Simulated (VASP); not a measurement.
Crystal: PbSe.

```xyz
4
Lattice="2.1549 -6.1339 0.0000 2.1549 6.1339 0.0000 0.0000 0.0000 4.4505" Properties=species:S:1:pos:R:3 pbc="T T T"
Pb    2.1549   -1.6164    3.3379
Pb    2.1549    1.6164    1.1126
Se    2.1549   -4.4323    3.3379
Se    2.1549    4.4323    1.1126
```

| Quantity | Value |
| --- | --- |
| Program | VASP 6.6.1 |
| Task | relaxation of cell and atoms |
| Functional | PBEsol |
| Potentials or basis | VASP PAW PBE potentials, release 64 (Pb_d, Se) |
| Cutoff | 600 eV |
| k mesh | 6 × 6 × 6 |
| Occupations | fermi-dirac, width 0.03 eV |
| Spin | no spin polarisation |

At the start: pressure -1.7 GPa; volume 29.41 Å³/atom.

Problem. How do energy, volume and symmetry change on relaxing?

Solution. Over 16 steps the energy falls by 10.5 meV/atom and the volume is 27.65 Å³/atom (-6.0 %); space group Cmcm (No. 63, to 0.1 Å) before and after.

Step by step:
```csv
step,energy change (eV),largest force (eV/Å),pressure (GPa),volume (Å³)
1,0.0000,0.0564,-1.69,117.65
2,-0.0217,0.2042,0.53,112.44
3,-0.0234,0.1691,0.02,113.48
4,-0.0276,0.1179,0.00,113.10
5,-0.0315,0.0138,-0.01,112.28
6,-0.0346,0.0120,-0.04,112.04
7,-0.0404,0.0053,-0.08,111.31
8,-0.0349,0.0380,-0.02,109.82
9,-0.0413,0.0067,-0.07,110.94
10,-0.0414,0.0097,-0.08,110.88
11,-0.0417,0.0098,0.01,110.67
12,-0.0417,0.0135,0.07,110.54
13,-0.0417,0.0208,0.19,110.29
14,-0.0417,0.0165,0.14,110.44
15,-0.0419,0.0118,0.10,110.49
16,-0.0421,0.0083,0.02,110.59
```

Final structure:
```yaml
crystal:
  lattice:
    - [2.11608, -5.91336, 0.00000]
    - [2.11608, 5.91336, 0.00000]
    - [0.00000, 0.00000, 4.41898]
  atoms:
    - { symbol: Pb, position: [0.62760, 0.37240, 0.75000] }
    - { symbol: Pb, position: [0.37240, 0.62760, 0.25000] }
    - { symbol: Se, position: [0.86633, 0.13367, 0.75000] }
    - { symbol: Se, position: [0.13367, 0.86633, 0.25000] }
```

Caveat: the PAW data sets were made with another functional, which shifts forces and pressure a little.
